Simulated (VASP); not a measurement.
Crystal: Ag.

```
Ag
1.0
     0.00000    2.14017    2.14017
     2.14017    0.00000    2.14017
     2.14017    2.14017    0.00000
Ag
1
Direct
  0.00000 0.00000 0.00000
```

- Program: VASP 6.6.1
- Task: relaxation of cell and atoms
- Functional: SVWN5
- Potentials or basis: VASP PAW PBE potentials, release 64 (Ag)
- Cutoff: 600 eV
- k mesh: 11 × 11 × 11
- Occupations: fermi-dirac, width 0.01 eV
- Spin: non-collinear spin, typed start, spin-orbit coupling
- Starting moments: [[0.289, 0.289, 0.289]] μB

At the start: pressure -16.0 GPa; volume 19.61 Å³/atom.

Q: How do energy, volume and symmetry change on relaxing?

A: Over 7 steps the energy falls by 232.7 meV/atom and the volume is 15.92 Å³/atom (-18.8 %); space group Fm-3m (No. 225, to 0.1 Å) before and after; moment 0.00 μB per cell.

The path:
| step | energy change (eV) | largest force (eV/Å) | pressure (GPa) | volume (Å³) |
| --- | --- | --- | --- | --- |
| 1 | 0.0000 | 0.0000 | -15.97 | 19.61 |
| 2 | -0.1689 | 0.0000 | 16.31 | 14.57 |
| 3 | -0.2327 | 0.0000 | -0.41 | 15.97 |
| 4 | -0.2327 | 0.0000 | 0.19 | 15.90 |
| 5 | -0.2327 | 0.0000 | -0.18 | 15.94 |
| 6 | -0.2327 | 0.0000 | -0.11 | 15.94 |
| 7 | -0.2327 | 0.0000 | 0.00 | 15.92 |

Final structure:
```cif
data_structure
_symmetry_space_group_name_H-M 'P 1'
_symmetry_Int_Tables_number 1
_cell_length_a 2.8240
_cell_length_b 2.8240
_cell_length_c 2.8240
_cell_angle_alpha 60.000
_cell_angle_beta 60.000
_cell_angle_gamma 60.000
_cell_volume 15.92
loop_
_atom_site_label
_atom_site_type_symbol
_atom_site_fract_x
_atom_site_fract_y
_atom_site_fract_z
_atom_site_occupancy
Ag1 Ag 0.00000 0.00000 0.00000 1
```

Caveat: the volume moved by over 15 % at a fixed basis, so the end points are rough; the PAW data sets were made with another functional, which shifts forces and pressure a little.
